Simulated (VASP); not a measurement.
# Al (Fd-3m) in VASP: further runs

Runs on Al. Level: LDA. Tasks: single point.

Everything below comes from runs of VASP 6.6.1. Logs are shortened: lines on timing, memory, paths and dates and some standing lists are left out, and cuts for length are marked.

### Step 1. The cell of the first run

The structure is cubic, space group Fd-3m (No. 227). The conventional cell has a = 5.949 Å, b = 5.949 Å, c = 5.949 Å, α = 90.00°, β = 90.00°, γ = 90.00°. Within 3.4 Å of Al (site symmetry -43m) lie 4 Al at 2.58 Å.

### Step 2. Single point, LDA

Contents of INCAR:

```
SYSTEM = Al
ALGO = Normal ; EDIFF = 1E-6
ENCUT = 520 ; ISIF = 2
ISMEAR = -1 ; LASPH = .TRUE.
LCHARG = .TRUE. ; LELF = .TRUE.
LREAL = .FALSE. ; LVHAR = .TRUE.
LWAVE = .FALSE. ; NBANDS = 10
NELM = 80 ; PREC = Accurate
SIGMA = 0.1
```

Contents of KPOINTS:

```
k-points
0
G
  10 10 10
  0 0 0
```

Contents of POSCAR:

```
Al
1.0
    0.0000000000      2.9744765845      2.9744765845
    2.9744765845      0.0000000000      2.9744765845
    2.9744765845      2.9744765845      0.0000000000
Al
2
Direct
    0.1250000000      0.1250000000      0.1250000000
    0.8750000000      0.8750000000      0.8750000000
```

Potentials or basis: VASP PAW LDA potentials, release 64 (Al).

The run is started by

```sh
$ cat potpaw_LDA.64/Al/POTCAR > POTCAR
$ mpirun -np 1 vasp_std > vasp.out
```

OUTCAR:

```text
SYSTEM = Al
   EDIFF = 1E-6
   ENCUT = 520
   ISIF = 2
   ISMEAR = -1
   LASPH = .TRUE.
   LREAL = .FALSE.
   NELM = 80
   PREC = Accurate

 ion  position               nearest neighbor table
   1  0.125  0.125  0.125-   2 2.58   2 2.58   2 2.58   2 2.58
   2  0.875  0.875  0.875-   1 2.58   1 2.58   1 2.58   1 2.58

  LATTYP: Found a face centered cubic cell.
 ALAT       =     5.9489531690

  Lattice vectors:

 A1 = (   0.0000000000,   2.9744765845,   2.9744765845)
 A2 = (   2.9744765845,   0.0000000000,   2.9744765845)
 A3 = (   2.9744765845,   2.9744765845,   0.0000000000)

Analysis of symmetry for initial positions (statically):
=====================================================================
 Subroutine PRICEL returns:
 Original cell was already a primitive cell.

 Routine SETGRP: Setting up the symmetry group for a
 face centered cubic supercell.

 Subroutine GETGRP returns: Found 48 space group operations
 (whereof 12 operations were pure point group operations)
 out of a pool of 48 trial point group operations.

The static configuration has the point symmetry D_3d.
 The point group associated with its full space group is O_h .

Analysis of symmetry for dynamics (positions and initial velocities):
=====================================================================
 Subroutine PRICEL returns:
 Original cell was already a primitive cell.

 Routine SETGRP: Setting up the symmetry group for a
 face centered cubic supercell.

 Subroutine GETGRP returns: Found 48 space group operations
 (whereof 12 operations were pure point group operations)
 out of a pool of 48 trial point group operations.

The dynamic configuration has the point symmetry D_3d.
 The point group associated with its full space group is O_h .

 Subroutine INISYM returns: Found 48 space group operations
 (whereof 12 operations are pure point group operations),
 and found     1 'primitive' translations

----------------------------------------------------------------------------------------

                                     Primitive cell

  volume of cell :      52.6334

  direct lattice vectors                    reciprocal lattice vectors
     0.000000000  2.974476585  2.974476585    -0.168096802  0.168096802  0.168096802
     2.974476585  0.000000000  2.974476585     0.168096802 -0.168096802  0.168096802
     2.974476585  2.974476585  0.000000000     0.168096802  0.168096802 -0.168096802

  length of vectors
     4.206545127  4.206545127  4.206545127     0.291152201  0.291152201  0.291152201

  position of ions in fractional coordinates (direct lattice)
     0.125000000  0.125000000  0.125000000
     0.875000000  0.875000000  0.875000000

  ion indices of the primitive-cell ions
   primitive index   ion index
                 1           1
                 2           2

----------------------------------------------------------------------------------------

 KPOINTS: k-points

Automatic generation of k-mesh.
 Grid dimensions read from file:
 generate k-points for:   10   10   10

 Generating k-lattice:

  Cartesian coordinates                     Fractional coordinates (reciprocal lattice)
    -0.016809680  0.016809680  0.016809680     0.100000000  0.000000000  0.000000000
     0.016809680 -0.016809680  0.016809680     0.000000000  0.100000000  0.000000000
     0.016809680  0.016809680 -0.016809680     0.000000000  0.000000000  0.100000000

  Length of vectors
     0.029115220  0.029115220  0.029115220

  Shift w.r.t. Gamma in fractional coordinates (k-lattice)
     0.000000000  0.000000000  0.000000000

 Subroutine IBZKPT returns following result:
 ===========================================

 Found     47 irreducible k-points:

 Following reciprocal coordinates:
            Coordinates               Weight
  0.000000  0.000000  0.000000      1.000000
  0.100000  0.000000  0.000000      8.000000
  0.200000  0.000000  0.000000      8.000000
  0.300000  0.000000  0.000000      8.000000
  0.400000  0.000000  0.000000      8.000000
  0.500000  0.000000  0.000000      4.000000
[... 16 lines left out ...]
  0.300000  0.300000  0.000000      6.000000
  0.400000  0.300000  0.000000     24.000000
 [... further k-points ...]
   k-points           NKPTS =     47   k-points in BZ     NKDIM =     47   number of bands    NBANDS=     10
   number of dos      NEDOS =    301   number of ions     NIONS =      2
   total plane-waves  NPLWV =  32768
   dimension x,y,z NGX =    32 NGY =   32 NGZ =   32
   dimension x,y,z NGXF=    64 NGYF=   64 NGZF=   64
   ions per type =               2
   NGX,Y,Z   is equivalent  to a cutoff of  12.65, 12.65, 12.65 a.u.
   NGXF,Y,Z  is equivalent  to a cutoff of  25.29, 25.29, 25.29 a.u.
 SYSTEM =  Al
   PREC   = accura    normal or accurate (medium, high low for compatibility)
   ISTART =      0    job   : 0-new  1-cont  2-samecut
   ICHARG =      2    charge: 1-file 2-atom 10-const
   ISPIN  =      1    spin polarized calculation?
   LNONCOLLINEAR =      F non collinear calculations
   LSORBIT =      F    spin-orbit coupling
   LASPH  =      T    aspherical Exc in radial PAW
   ENCUT  =  520.0 eV  38.22 Ry    6.18 a.u.   7.82  7.82  7.82*2*pi/ulx,y,z
   NELM   =     80;   NELMIN=  2; NELMDL= -5     # of ELM steps
   EDIFF  = 0.1E-05   stopping-criterion for ELM
   LREAL  =      F    real-space projection
   EDIFFG = 0.1E-04   stopping-criterion for IOM
   NSW    =      0    number of steps for IOM
   IBRION =     -1    ionic relax: 0-MD 1-quasi-New 2-CG
   NFREE  =      0    steps in history (QN), initial steepest desc. (CG)
   ISIF   =      2    stress and relaxation
   ISYM   =      2    0-nonsym 1-usesym 2-fastsym
   POTIM  = 0.5000    time-step for ionic-motion
   TEBEG  =    0.0;   TEEND  =   0.0 temperature during run
   PSTRESS=    0.0 pullay stress
   NELECT =       6.0000    total number of electrons
   NUPDOWN=      -1.0000    fix difference up-down
   EMIN   =  10.00;   EMAX   =-10.00  energy-range for DOS
   EFERMI =   0.00;   METHOD = LEGACY
   ISMEAR =    -1;   SIGMA  =   0.10  broadening in eV -4-tet -1-fermi 0-gaus
   EFERMI_NEDOS =   21; number of points for ismear=-14 and -15
   IALGO  =     38    algorithm
   IMIX   =      4    mixing-type and parameters
     AMIX     =   0.40;   BMIX     =  1.00
     AMIX_MAG =   1.60;   BMIX_MAG =  1.00
  volume/ion in A,a.u.               =      26.32       177.59
  Fermi-wavevector in a.u.,A,eV,Ry     =   0.793788  1.500042  8.573029  0.630100
  Thomas-Fermi vector in A             =   1.899793
   LORBIT       =      0    0 simple, 1 ext, 2 COOP (PROOUT), +10 PAW based schemes
   GGA     = CA    functional components
   LHFCALC =     F    Hartree Fock is set to
   AEXX    =    0.0000 exact exchange contribution
   IVDW    =     0    specifies the selected vdW correction
   LEPSILON=     F    determine dielectric tensor
   LRPA    =     F    only Hartree local field effects (RPA)
 non-spin polarized calculation
  energy-cutoff  :      520.00
  volume of cell :       52.63
 maximum number of plane-waves:      1428
   NGX = 15   NGY = 15   NGZ = 15

 number of electron       6.0000000 magnetization

 Free energy of the ion-electron system (eV)
  ---------------------------------------------------
  ext. energy  EPLUGINS =         0.00000000
  ---------------------------------------------------
  free energy    TOTEN  =        -6.79966822 eV

  energy without entropy =       -6.75268602  energy(sigma->0) =       -6.77617712

 E-fermi :   2.9273     XC(G=0):  -8.4544

 val. band max:        2.8998021098   @ k =   0.5000   0.3000   0.0000
 cond. band min:       3.0089093408   @ k =   0.2000   0.2000   0.0000
 fundamental gap:      0.1091072311
 Fermi energy:         2.9273406873

 k-point     1 :       0.0000    0.0000    0.0000
  band No.  band energies     occupation
      1      -5.1300      2.00000
      2       5.1087      0.00000
      3       5.1087      0.00000
      4       5.1087      0.00000
      5       6.9536      0.00000
      6       6.9536      0.00000
      7       6.9536      0.00000
      8       8.4281      0.00000
      9      10.8502      0.00000
     10      10.9453      0.00000

 k-point     2 :       0.1000    0.0000    0.0000
  band No.  band energies     occupation
      1      -5.0159      2.00000
      2       4.1034      0.00002
      3       4.9185      0.00000
      4       4.9185      0.00000
      5       7.0602      0.00000
      6       7.2284      0.00000
      7       7.2284      0.00000
      8       9.0788      0.00000
      9      10.5767      0.00000
     10      10.5767      0.00000

 k-point     3 :       0.2000    0.0000    0.0000
  band No.  band energies     occupation
      1      -4.6779      2.00000
      2       2.4795      1.97755
      3       4.5776      0.00000
      4       4.5776      0.00000
      5       6.8131      0.00000
      6       7.6483      0.00000
      7       7.6483      0.00000
      8      10.2804      0.00000
      9      10.2804      0.00000
     10      10.3810      0.00000

 k-point     4 :       0.3000    0.0000    0.0000
  band No.  band energies     occupation
      1      -4.1347      2.00000
      2       0.9189      2.00000
      3       4.2938      0.00000
      4       4.2938      0.00000
      5       6.5230      0.00000
      6       7.6640      0.00000
      7       7.6640      0.00000
      8      10.8412      0.00000
      9      10.8412      0.00000
     10      10.9936      0.00000
[... 222 lines left out ...]
 k-point    22 :      -0.2000    0.2000    0.0000
  band No.  band energies     occupation
      1      -3.9466      2.00000
      2       1.3293      2.00000
      3       2.2778      1.99698
      4       4.3679      0.00000
      5       7.2070      0.00000
      6       8.1701      0.00000
      7       8.4260      0.00000
      8       9.4317      0.00000
      9       9.6296      0.00000
     10      13.5851      0.00000

 k-point    23 :       0.3000    0.3000    0.0000
  band No.  band energies     occupation
      1      -3.7773      2.00000
      2       1.4826      2.00000
      3       3.0634      0.40831
      4       3.0634      0.40831
      5       5.2557      0.00000
      6       6.3799      0.00000
      7      10.5758      0.00000
      8      10.5758      0.00000
      9      12.4126      0.00000
     10      13.0704      0.00000

 k-point    24 :       0.4000    0.3000    0.0000
  band No.  band energies     occupation
      1      -3.2375      2.00000
      2       0.6026      2.00000
      3       2.4449      1.98407
      4       2.8872      1.19794
      5       5.3939      0.00000
      6       6.3113      0.00000
      7      10.8106      0.00000
      8      10.8549      0.00000
      9      13.3658      0.00000
     10      14.4384      0.00000

 [... further k-points ...]
[... 5 lines left out ...]
  --------------------------------------------------------------------------------------
  -------------------------------------------------------------------------------------
  Total        0.0107942      0.0107942      0.0107942      0.0000000      0.0000000      0.0000000
  in kB        0.3285788      0.3285788      0.3285788      0.0000000      0.0000000      0.0000000
  external PRESSURE =       0.3285788 kB  Pullay stress =       0.0000000 kB

 VOLUME and BASIS-vectors are now :
 -----------------------------------------------------------------------------
  energy-cutoff  :      520.00
  volume of cell :       52.63
      direct lattice vectors                 reciprocal lattice vectors
     0.000000000  2.974476585  2.974476585    -0.168096802  0.168096802  0.168096802
     2.974476585  0.000000000  2.974476585     0.168096802 -0.168096802  0.168096802
     2.974476585  2.974476585  0.000000000     0.168096802  0.168096802 -0.168096802

 POSITION                                       TOTAL-FORCE (eV/Angst)
 -----------------------------------------------------------------------------------
      0.74362      0.74362      0.74362         0.000000      0.000000      0.000000
      5.20533      5.20533      5.20533        -0.000000     -0.000000     -0.000000
 -----------------------------------------------------------------------------------
    total drift:                                0.000000      0.000000     -0.000000

  FREE ENERGIE OF THE ION-ELECTRON SYSTEM (eV)
  ---------------------------------------------------
  free  energy   TOTEN  =        -6.7996682193 eV

  energy  without entropy=       -6.7526860184  energy(sigma->0) =       -6.77617712
```

Run time: 7.6 s. Hardware: 1 thread of Intel Xeon 6975P-C (Granite Rapids), shared host; peak memory 0.14 GiB.

What came out:

| Item | Value |
| --- | --- |
| Free energy | -6.7997 eV |
| Pressure | 0.0 GPa |
| Band gap on the k mesh | zero (band 3 reaches 5.11 eV, above the bottom of band 4 at 1.54 eV) |

Levels at points of the mesh, in eV from the Fermi level:
| k point | band 1 | band 2 | band 3 | band 4 | band 5 | band 6 | band 7 |
| --- | --- | --- | --- | --- | --- | --- | --- |
| (0.00, 0.00, 0.00) | -8.06 | 2.18 | 2.18 | 2.18 | 4.03 | 4.03 | 4.03 |
| (0.50, 0.00, 0.00) | -5.95 | -3.97 | 1.14 | 1.14 | 3.34 | 4.44 | 4.44 |
| (0.50, 0.50, 0.00) | -4.43 | -4.43 | -0.41 | -0.41 | 2.07 | 2.07 | 10.83 |

(Part 1 of 2 ends here.)
